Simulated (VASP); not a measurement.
A run of VASP 6.6.1 is set up as follows.

The input INCAR:

```
SYSTEM = Zr3CN3
  PREC = Accurate
  ENCUT = 520
  EDIFF = 1E-7
  ISMEAR = 0
  SIGMA = 0.2
  LREAL = .False.
  LASPH = .True.
  NELM = 100
  ALGO = Normal
  ISIF = 2
  LWAVE = .False.
  LCHARG = .False.
  GGA = PE
  NBANDS = 36
```

The input KPOINTS:

```
Automatic mesh
0
Gamma
  6 6 6
  0 0 0
```

The input POSCAR:

```
Zr3CN3
1.0
    4.5510305199      0.0000000000      0.0000000000
    0.0000000000      4.5510305199      0.0000000000
    0.0000000000      0.0000000000      4.5510305199
Zr C N
3 1 3
Direct
    0.5000000000      0.0000000000      0.0000000000
    0.0000000000      0.5000000000      0.0000000000
    0.0000000000      0.0000000000      0.5000000000
    0.0000000000      0.0000000000      0.0000000000
    0.0000000000      0.5000000000      0.5000000000
    0.5000000000      0.0000000000      0.5000000000
    0.5000000000      0.5000000000      0.0000000000
```

Potentials or basis: VASP PAW PBE potentials, release 64 (Zr_sv, C, N).

Launch:

```console
$ cat potpaw_PBE.64/Zr_sv/POTCAR potpaw_PBE.64/C/POTCAR potpaw_PBE.64/N/POTCAR > POTCAR
$ mpirun -np 1 vasp_std > vasp.out
```

Predict the band gap on the k mesh.

zero (an odd number of electrons rules out a gap without spin polarisation).

Estimate the pressure.

0.2 GPa.
